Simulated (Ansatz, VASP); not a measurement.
## One calculation of SrMg, two programs

INCAR

```
SYSTEM = SrMg
PREC     = Accurate       ! precision mode
ENCUT    = 520            ! plane-wave cutoff, eV
EDIFF    = 1E-8           ! SCF threshold, eV
ISMEAR   = -1             ! smearing method
SIGMA    = 0.05           ! smearing width, eV
LREAL    = .False.        ! projectors in reciprocal space
LASPH    = .True.         ! aspherical terms in the spheres
NELM     = 80             ! most SCF steps
ALGO     = Normal         ! electronic algorithm
ISIF     = 2              ! what is computed and relaxed
LWAVE    = .False.        ! write WAVECAR
LCHARG   = .False.        ! write CHGCAR
GGA      = CA             ! functional
LEFG     = .True.       
NBANDS   = 13             ! bands
```

The input KPOINTS:

```
Automatic mesh
0
Gamma
  9 9 9
  0 0 0
```

File POSCAR:

```
SrMg
1.0
    3.9000000000      0.0390000000      0.0390000000
    0.0390000000      3.9000000000      0.0390000000
    0.0390000000      0.0390000000      3.9000000000
Sr Mg
1 1
Direct
    0.5000000000      0.5000000000      0.5000000000
    0.0000000000      0.0000000000      0.0000000000
```

Input for Ansatz:

```yaml
crystal:
  lattice:
    - [3.9, 0.039, 0.039]
    - [0.039, 3.9, 0.039]
    - [0.039, 0.039, 3.9]
  atoms:
    - { symbol: Sr, position: [0.5, 0.5, 0.5] }
    - { symbol: Mg, position: [0.0, 0.0, 0.0] }
kpoints:
  mp_grid: { grid: [9, 9, 9] }
scf:
  occupations: { method: fermi_dirac, width: 0.05 }
hamiltonian:
  xc: lda
  pseudopotentials: { kind: all_electron, datasets: crystal }
output:
  forces: true
  stress: true
  eigenvalues: true
  efg: { contact_densities: true }
```

Change from the starting cell: equal xy, yz and zx shear strains of +2 %, crystal datasets.

Alike in both runs: task electric field gradients; functional LDA; k mesh 9 × 9 × 9; occupations fermi-dirac, width 0.05 eV; no spin polarisation.

```csv
,VASP,Ansatz
version,VASP 6.6.1,Ansatz 0.2.0
potentials or method,"VASP PAW LDA potentials, release 64 (Sr_sv, Mg), cutoff 520 eV","all-electron PAW with datasets made for the crystal, scalar-relativistic"
```

VASP gave:

```
pressure (GPa)                                                : 3.3
traceless stress, the component that is largest in VASP (GPa) : -0.60
size of Vzz on the site where it differs most (V/Å²)          : 1.1
```

Problem. Which values does Ansatz return?

Solution. Pressure (GPa): 3.5; traceless stress, the component that is largest in VASP (GPa): -0.59; size of Vzz on the site where it differs most (V/Å²): 1.9.

LDA's correlation is that of Perdew and Zunger in VASP and of Perdew and Wang (1992) in Ansatz. Ansatz ran all-electron here, and VASP with PAW potentials.
